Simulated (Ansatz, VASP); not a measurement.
## One calculation of MgO, two programs

```
Mg O
1.0
     4.16071    0.00000    0.00000
     0.00000   -4.16071    0.00000
     0.00000    0.00000   -4.16071
Mg O
4 4
Direct
  0.96465 0.03535 0.02500
  0.50000 0.50000 0.00000
  0.50000 0.00000 0.50000
  0.00000 0.50000 0.50000
  0.50000 0.00000 0.00000
  0.00000 0.50000 0.00000
  0.00000 0.00000 0.50000
  0.50000 0.50000 0.50000
```

Alike in both runs: task single point; functional LDA; k mesh 6 × 6 × 6; occupations gaussian, width 0.05 eV; no spin polarisation.

```csv
,VASP,Ansatz
version,VASP 6.6.1,Ansatz 0.2.0
potentials or method,"VASP PAW LDA potentials, release 64 (Mg, O), cutoff 520 eV","scalar-relativistic, plane waves, PAW"
valence electrons in the cell,32,64
```

VASP gave:

```
gap on the k mesh at the Fermi level (eV)                     : 5.01
least direct gap on the mesh (eV)                             : 5.01
pressure (GPa)                                                : 0.0
traceless stress, the component that is largest in VASP (GPa) : -0.69
rms of the force components (eV/Å)                            : 0.587
```

Task: Estimate Ansatz's values.

Result: gap on the k mesh at the Fermi level (eV): 5.01; least direct gap on the mesh (eV): 5.01; pressure (GPa): 1.7; traceless stress, the component that is largest in VASP (GPa): -0.67; rms of the force components (eV/Å): 0.573.

Ansatz warns that its potentials were made for another functional, while VASP's fit it. LDA's correlation is that of Perdew and Zunger in VASP and of Perdew and Wang (1992) in Ansatz. Atom by atom the forces differ by 0.015 eV/Å (rms over components). VASP's potentials hold 32 valence electrons a cell and Ansatz's 64, so a difference there can come from the potentials and not from the codes.
